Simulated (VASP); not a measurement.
# GaN (F-43m) in VASP: further runs

The runs below take GaN through single point, with PBE.

All numbers are computed with VASP 6.6.1; they aren't measurements. Logs are shortened: lines on timing, memory, paths and dates and some standing lists are left out, and cuts for length are marked.

## Step 1: The cell of the first run

It takes space group F-43m (No. 216, cubic). Conventional cell: a = 4.498 Å, b = 4.498 Å, c = 4.498 Å, α = 90.00°, β = 90.00°, γ = 90.00°. Within 2.6 Å of Ga (site symmetry -43m) lie 4 N at 1.95 Å. N (site symmetry -43m) has 4 Ga at 1.95 Å within 2.6 Å.

## Step 2: Single point, PBE

INCAR reads:

```
PREC = Accurate ; ENCUT = 520
EDIFF = 1E-6 ; ISMEAR = 0
SIGMA = 0.01 ; LREAL = F
LASPH = T ; NELM = 80
ALGO = Normal ; ISIF = 2
LWAVE = F ; LCHARG = F
GGA = PE ; NBANDS = 16
```

KPOINTS reads:

```
regular mesh
0
Gamma
  6 6 6
```

POSCAR reads:

```
GaN
1.0
    0.0000000000      2.2489525403      2.2489525403
    2.2489525403      0.0000000000      2.2489525403
    2.2489525403      2.2489525403      0.0000000000
Ga N
1 1
Direct
    0.0000000000      0.0000000000      0.0000000000
    0.2500000000      0.2500000000      0.2500000000
```

Potentials or basis: VASP PAW PBE potentials, release 64 (Ga_d, N).

Command:

```
cat potpaw_PBE.64/Ga_d/POTCAR potpaw_PBE.64/N/POTCAR > POTCAR
mpirun -np 1 vasp_std > vasp.out
```

OUTCAR:

```text
PREC = Accurate
   ENCUT = 520
   EDIFF = 1E-6
   ISMEAR = 0
   LREAL = F
   LASPH = T
   NELM = 80
   ISIF = 2
   GGA = PE

 ion  position               nearest neighbor table
   1  0.000  0.000  0.000-   2 1.95   2 1.95   2 1.95   2 1.95
   2  0.250  0.250  0.250-   1 1.95   1 1.95   1 1.95   1 1.95

  LATTYP: Found a face centered cubic cell.
 ALAT       =     4.4979050806

  Lattice vectors:

 A1 = (   0.0000000000,   2.2489525403,   2.2489525403)
 A2 = (   2.2489525403,   0.0000000000,   2.2489525403)
 A3 = (   2.2489525403,   2.2489525403,   0.0000000000)

Analysis of symmetry for initial positions (statically):
=====================================================================
 Subroutine PRICEL returns:
 Original cell was already a primitive cell.

 Routine SETGRP: Setting up the symmetry group for a
 face centered cubic supercell.

 Subroutine GETGRP returns: Found 24 space group operations
 (whereof 24 operations were pure point group operations)
 out of a pool of 48 trial point group operations.

The static configuration has the point symmetry T_d .

Analysis of symmetry for dynamics (positions and initial velocities):
=====================================================================
 Subroutine PRICEL returns:
 Original cell was already a primitive cell.

 Routine SETGRP: Setting up the symmetry group for a
 face centered cubic supercell.

 Subroutine GETGRP returns: Found 24 space group operations
 (whereof 24 operations were pure point group operations)
 out of a pool of 48 trial point group operations.

The dynamic configuration has the point symmetry T_d .

 Subroutine INISYM returns: Found 24 space group operations
 (whereof 24 operations are pure point group operations),
 and found     1 'primitive' translations

----------------------------------------------------------------------------------------

                                     Primitive cell

  volume of cell :      22.7494

  direct lattice vectors                    reciprocal lattice vectors
     0.000000000  2.248952540  2.248952540    -0.222325723  0.222325723  0.222325723
     2.248952540  0.000000000  2.248952540     0.222325723 -0.222325723  0.222325723
     2.248952540  2.248952540  0.000000000     0.222325723  0.222325723 -0.222325723

  length of vectors
     3.180499184  3.180499184  3.180499184     0.385079448  0.385079448  0.385079448

  position of ions in fractional coordinates (direct lattice)
     0.000000000  0.000000000  0.000000000
     0.250000000  0.250000000  0.250000000

  ion indices of the primitive-cell ions
   primitive index   ion index
                 1           1
                 2           2

----------------------------------------------------------------------------------------

 KPOINTS: regular mesh

Automatic generation of k-mesh.
 Grid dimensions read from file:
 generate k-points for:    6    6    6

 Generating k-lattice:

  Cartesian coordinates                     Fractional coordinates (reciprocal lattice)
    -0.037054287  0.037054287  0.037054287     0.166666667  0.000000000  0.000000000
     0.037054287 -0.037054287  0.037054287     0.000000000  0.166666667  0.000000000
     0.037054287  0.037054287 -0.037054287     0.000000000  0.000000000  0.166666667

  Length of vectors
     0.064179908  0.064179908  0.064179908

  Shift w.r.t. Gamma in fractional coordinates (k-lattice)
     0.000000000  0.000000000  0.000000000

 Subroutine IBZKPT returns following result:
 ===========================================

 Found     16 irreducible k-points:

 Following reciprocal coordinates:
            Coordinates               Weight
  0.000000  0.000000  0.000000      1.000000
  0.166667  0.000000  0.000000      8.000000
  0.333333  0.000000  0.000000      8.000000
  0.500000  0.000000  0.000000      4.000000
  0.166667  0.166667  0.000000      6.000000
  0.333333  0.166667  0.000000     24.000000
[... 8 lines left out ...]
 -0.333333  0.333333  0.166667     24.000000
 -0.333333  0.500000  0.166667     12.000000
   k-points           NKPTS =     16   k-points in BZ     NKDIM =     16   number of bands    NBANDS=     16
   number of dos      NEDOS =    301   number of ions     NIONS =      2
   total plane-waves  NPLWV =  13824
   dimension x,y,z NGX =    24 NGY =   24 NGZ =   24
   dimension x,y,z NGXF=    48 NGYF=   48 NGZF=   48
   ions per type =               1   1
   NGX,Y,Z   is equivalent  to a cutoff of  12.54, 12.54, 12.54 a.u.
   NGXF,Y,Z  is equivalent  to a cutoff of  25.09, 25.09, 25.09 a.u.
 SYSTEM =  unknown system
   PREC   = accura    normal or accurate (medium, high low for compatibility)
   ISTART =      0    job   : 0-new  1-cont  2-samecut
   ICHARG =      2    charge: 1-file 2-atom 10-const
   ISPIN  =      1    spin polarized calculation?
   LNONCOLLINEAR =      F non collinear calculations
   LSORBIT =      F    spin-orbit coupling
   LASPH  =      T    aspherical Exc in radial PAW
   ENCUT  =  520.0 eV  38.22 Ry    6.18 a.u.   5.91  5.91  5.91*2*pi/ulx,y,z
   NELM   =     80;   NELMIN=  2; NELMDL= -5     # of ELM steps
   EDIFF  = 0.1E-05   stopping-criterion for ELM
   LREAL  =      F    real-space projection
   EDIFFG = 0.1E-04   stopping-criterion for IOM
   NSW    =      0    number of steps for IOM
   IBRION =     -1    ionic relax: 0-MD 1-quasi-New 2-CG
   NFREE  =      0    steps in history (QN), initial steepest desc. (CG)
   ISIF   =      2    stress and relaxation
   ISYM   =      2    0-nonsym 1-usesym 2-fastsym
   POTIM  = 0.5000    time-step for ionic-motion
   TEBEG  =    0.0;   TEEND  =   0.0 temperature during run
   PSTRESS=    0.0 pullay stress
   NELECT =      18.0000    total number of electrons
   NUPDOWN=      -1.0000    fix difference up-down
   EMIN   =  10.00;   EMAX   =-10.00  energy-range for DOS
   EFERMI =   0.00;   METHOD = LEGACY
   ISMEAR =     0;   SIGMA  =   0.01  broadening in eV -4-tet -1-fermi 0-gaus
   EFERMI_NEDOS =   21; number of points for ismear=-14 and -15
   IALGO  =     38    algorithm
   IMIX   =      4    mixing-type and parameters
     AMIX     =   0.40;   BMIX     =  1.00
     AMIX_MAG =   1.60;   BMIX_MAG =  1.00
  volume/ion in A,a.u.               =      11.37        76.76
  Fermi-wavevector in a.u.,A,eV,Ry     =   1.514173  2.861371 31.194330  2.292719
  Thomas-Fermi vector in A             =   2.623866
   LORBIT       =      0    0 simple, 1 ext, 2 COOP (PROOUT), +10 PAW based schemes
   GGA     = PE    functional components
   LHFCALC =     F    Hartree Fock is set to
   AEXX    =    0.0000 exact exchange contribution
   IVDW    =     0    specifies the selected vdW correction
   LEPSILON=     F    determine dielectric tensor
   LRPA    =     F    only Hartree local field effects (RPA)
 non-spin polarized calculation
 Gauss-broadening in eV      SIGMA  =   0.01
  energy-cutoff  :      520.00
  volume of cell :       22.75
 maximum number of plane-waves:       624
   NGX = 11   NGY = 11   NGZ = 11

 number of electron      18.0000009 magnetization

 Free energy of the ion-electron system (eV)
  ---------------------------------------------------
  ext. energy  EPLUGINS =         0.00000000
  ---------------------------------------------------
  free energy    TOTEN  =       -12.13378242 eV

  energy without entropy =      -12.13378242  energy(sigma->0) =      -12.13378242

 E-fermi :   5.4067     XC(G=0): -11.6982

 val. band max:        5.3522818802   @ k =   0.0000   0.0000   0.0000
 cond. band min:       7.1138501966   @ k =   0.0000   0.0000   0.0000
 fundamental gap:      1.7615683164
 Fermi energy:         5.4067039083

 k-point     1 :       0.0000    0.0000    0.0000
  band No.  band energies     occupation
      1     -10.6346      2.00000
      2      -8.0992      2.00000
      3      -8.0992      2.00000
      4      -8.0992      2.00000
      5      -7.7735      2.00000
      6      -7.7735      2.00000
[... 8 lines left out ...]
     15      24.2499      0.00000
     16      24.2499      0.00000

 k-point     2 :       0.1667    0.0000    0.0000
  band No.  band energies     occupation
      1     -10.3466      2.00000
      2      -8.0647      2.00000
      3      -8.0647      2.00000
      4      -7.9730      2.00000
      5      -7.7749      2.00000
      6      -7.7749      2.00000
[... 8 lines left out ...]
     15      22.3014      0.00000
     16      22.3014      0.00000

 k-point     3 :       0.3333    0.0000    0.0000
  band No.  band energies     occupation
      1      -9.8644      2.00000
      2      -8.0188      2.00000
      3      -8.0188      2.00000
      4      -7.7523      2.00000
      5      -7.7523      2.00000
      6      -7.3114      2.00000
[... 8 lines left out ...]
     15      23.0724      0.00000
     16      23.0724      0.00000

 k-point     4 :       0.5000    0.0000    0.0000
  band No.  band energies     occupation
      1      -9.7070      2.00000
      2      -8.0100      2.00000
      3      -8.0100      2.00000
      4      -7.7256      2.00000
      5      -7.7256      2.00000
      6      -6.5273      2.00000
[... 8 lines left out ...]
     15      25.0859      0.00000
     16      25.0859      0.00000
[... 172 lines left out ...]
 k-point    14 :       0.5000    0.3333    0.1667
  band No.  band energies     occupation
      1      -9.6385      2.00000
      2      -7.9619      2.00000
      3      -7.9407      2.00000
      4      -7.8333      2.00000
      5      -7.7362      2.00000
      6      -6.6582      2.00000
[... 8 lines left out ...]
     15      25.3062      0.00000
     16      27.8523      0.00000

 k-point    15 :      -0.3333    0.3333    0.1667
  band No.  band energies     occupation
      1      -9.5645      2.00000
      2      -7.9762      2.00000
      3      -7.9093      2.00000
      4      -7.7971      2.00000
      5      -7.7501      2.00000
      6      -6.0302      2.00000
[... 8 lines left out ...]
     15      24.2917      0.00000
     16      28.2586      0.00000

 k-point    16 :      -0.3333    0.5000    0.1667
  band No.  band energies     occupation
      1      -9.5294      2.00000
      2      -7.9672      2.00000
      3      -7.8918      2.00000
      4      -7.7820      2.00000
      5      -7.7332      2.00000
      6      -5.8836      2.00000
[... 8 lines left out ...]
     15      26.0798      0.00000
     16      28.4746      0.00000

------------------------ aborting loop because EDIFF is reached ----------------------------------------

  FORCE on cell =-STRESS in cart. coord.  units (eV):
  Direction    XX          YY          ZZ          XY          YZ          ZX
  --------------------------------------------------------------------------------------
  -------------------------------------------------------------------------------------
  Total        0.8853160      0.8853160      0.8853160      0.0000000      0.0000000      0.0000000
  in kB       62.3502284     62.3502284     62.3502284      0.0000000      0.0000000      0.0000000
  external PRESSURE =      62.3502284 kB  Pullay stress =       0.0000000 kB

 VOLUME and BASIS-vectors are now :
 -----------------------------------------------------------------------------
  energy-cutoff  :      520.00
  volume of cell :       22.75
      direct lattice vectors                 reciprocal lattice vectors
     0.000000000  2.248952540  2.248952540    -0.222325723  0.222325723  0.222325723
     2.248952540  0.000000000  2.248952540     0.222325723 -0.222325723  0.222325723
     2.248952540  2.248952540  0.000000000     0.222325723  0.222325723 -0.222325723

 POSITION                                       TOTAL-FORCE (eV/Angst)
 -----------------------------------------------------------------------------------
      0.00000      0.00000      0.00000         0.000000     -0.000000      0.000000
      1.12448      1.12448      1.12448        -0.000000      0.000000     -0.000000
 -----------------------------------------------------------------------------------
    total drift:                                0.000002      0.000002      0.000002

  FREE ENERGIE OF THE ION-ELECTRON SYSTEM (eV)
  ---------------------------------------------------
  free  energy   TOTEN  =       -12.1337824207 eV

  energy  without entropy=      -12.1337824207  energy(sigma->0) =      -12.13378242
```

Wall time 3.5 s (1 thread of AMD EPYC 9R45 (Zen 5), shared host); peak memory 0.11 GiB.

Results:

```yaml
Free_energy: -12.1338 eV
Pressure: 6.2 GPa
Band_gap_on_the_k_mesh: 1.76 eV
```

Levels at points of the mesh, in eV from the valence-band top:
```csv
k point,band 5,band 6,band 7,band 8,band 9,band 10,band 11,band 12,band 13,band 14
"(0.00, 0.00, 0.00)",-13.13,-13.13,0.00,0.00,0.00,1.76,10.34,10.34,10.34,17.68
"(0.50, 0.00, 0.00)",-13.08,-11.88,-7.08,-0.98,-0.98,4.68,8.76,10.39,10.39,15.68
"(0.50, 0.50, 0.00)",-13.05,-11.46,-6.15,-2.72,-2.72,3.35,6.70,11.75,14.03,14.03
```

Caveat: the cell stands under pressure; the structure was generated, so it needn't be the stable form of GaN.

## Step 3: Single point, PBE

INCAR reads:

```
PREC = Accurate ; ENCUT = 520
EDIFF = 1E-6 ; ISMEAR = -1
SIGMA = 0.02 ; LREAL = F
LASPH = T ; NELM = 100
ALGO = Normal ; ISIF = 2
LWAVE = F ; LCHARG = T
GGA = PE ; LELF = T
LVHAR = T ; NBANDS = 16
```

KPOINTS reads:

```
regular mesh
0
Gamma
  10 10 10
```

POSCAR is that of step 2.

Potentials or basis: VASP PAW PBE potentials, release 64 (Ga_d, N).

Command:

```
cat potpaw_PBE.64/Ga_d/POTCAR potpaw_PBE.64/N/POTCAR > POTCAR
mpirun -np 1 vasp_std > vasp.out
```

Run time: 8.5 s. Hardware: 1 thread of AMD EPYC 9R45 (Zen 5), shared host; peak memory 0.11 GiB.

It converged, with:

- Free energy: -12.1382 eV
- Pressure: 6.3 GPa
- Band gap on the k mesh: 1.76 eV

Levels at points of the mesh, in eV from the valence-band top:
```tsv
k point	band 5	band 6	band 7	band 8	band 9	band 10	band 11	band 12	band 13	band 14
(0.00, 0.00, 0.00)	-13.12	-13.12	0.00	0.00	0.00	1.76	10.34	10.34	10.34	17.69
(0.50, 0.00, 0.00)	-13.07	-11.88	-7.08	-0.98	-0.98	4.68	8.76	10.40	10.40	15.68
(0.50, 0.50, 0.00)	-13.04	-11.45	-6.15	-2.72	-2.72	3.35	6.70	11.75	14.03	14.03
```

Caveat: the cell stands under pressure; the structure was generated, so it needn't be the stable form of GaN.

[end of part 1 of 2]
